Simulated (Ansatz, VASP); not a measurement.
## Two plane-wave programs on P

The input INCAR:

```
SYSTEM = P
PREC     = Accurate       ! precision mode
ENCUT    = 520            ! plane-wave cutoff, eV
EDIFF    = 1E-6           ! SCF threshold, eV
ISMEAR   = -1             ! smearing method
SIGMA    = 0.05           ! smearing width, eV
LREAL    = .False.        ! projectors in reciprocal space
LASPH    = .True.         ! aspherical terms in the spheres
NELM     = 60             ! most SCF steps
ALGO     = Normal         ! electronic algorithm
ISIF     = 2              ! what is computed and relaxed
LWAVE    = .False.        ! write WAVECAR
LCHARG   = .False.        ! write CHGCAR
GGA      = PS             ! functional
NBANDS   = 12             ! bands
```

The input KPOINTS:

```
Automatic mesh
0
Gamma
  8 8 8
  0 0 0
```

Contents of POSCAR:

```
P
1.0
    1.6912106744      0.9764209382      3.1296800121
   -1.6912106744      0.9764209382      3.1296800121
    0.0000000000     -1.9528418763      3.1296800121
P
2
Direct
    0.7729197500      0.7729197500      0.7729197500
    0.2270802500      0.2270802500      0.2270802500
```

input.yaml

```yaml
crystal:
  lattice:
    - [1.6912106744, 0.9764209382, 3.1296800121]
    - [-1.6912106744, 0.9764209382, 3.1296800121]
    - [0.0, -1.9528418763, 3.1296800121]
  atoms:
    - { symbol: P, position: [0.77291975, 0.77291975, 0.77291975] }
    - { symbol: P, position: [0.22708025, 0.22708025, 0.22708025] }
hamiltonian:
  xc: pbesol
  pseudopotentials: { kind: paw }
kpoints:
  mp_grid: { grid: [8, 8, 8] }
  band_path:
    path:
      - [[0.0, 0.0, 0.0], [0.5, 0.0, 0.0], [0.5, 0.2315574529, -0.2315574529]]
      - [[0.7684425471, 0.5, 0.2315574529], [0.5, 0.5, 0.5], [0.0, 0.0, 0.0], [0.3657787264, 0.0, -0.3657787264]]
      - [[0.6342212736, 0.3657787264, 0.0], [0.5, 0.5, 0.0], [0.6342212736, 0.6342212736, 0.2315574529], [0.5, 0.5, 0.5]]
      - [[0.5, 0.0, 0.0], [0.7684425471, 0.3657787264, 0.3657787264]]
    npoints: 14
scf:
  occupations: { method: fermi_dirac, width: 0.05 }
  n_extra_bands: 6
output:
  forces: true
  stress: true
  eigenvalues: true
  fatbands: false
```

Alike in both runs: functional PBEsol; k mesh 8 × 8 × 8; occupations fermi-dirac, width 0.05 eV; no spin polarisation.

```csv
,VASP,Ansatz
version,VASP 6.6.1,Ansatz 0.2.0
potentials or method,"VASP PAW PBE potentials, release 64 (P)",Ansatz PAW
plane-wave cutoff (eV),520,420
valence electrons in the cell,10,10
task,single point,band structure
```

VASP gave:

- gap on the k mesh at the Fermi level (eV): none
- pressure (GPa): 2.3
- traceless stress, the component that is largest in VASP (GPa): -2.18
- rms of the force components (eV/Å): 0.297

Question: Which values does Ansatz return?

Answer: gap on the k mesh at the Fermi level (eV): none; pressure (GPa): 2.2; traceless stress, the component that is largest in VASP (GPa): -2.32; rms of the force components (eV/Å): 0.320.

VASP's potentials were made for PBE, not for PBEsol. Atom by atom the forces differ by 0.023 eV/Å (rms over components). A gap of «none» marks a metal or a gap that the smearing closes. With one functional, cell and mesh, what is left measures potentials, basis and numerics.
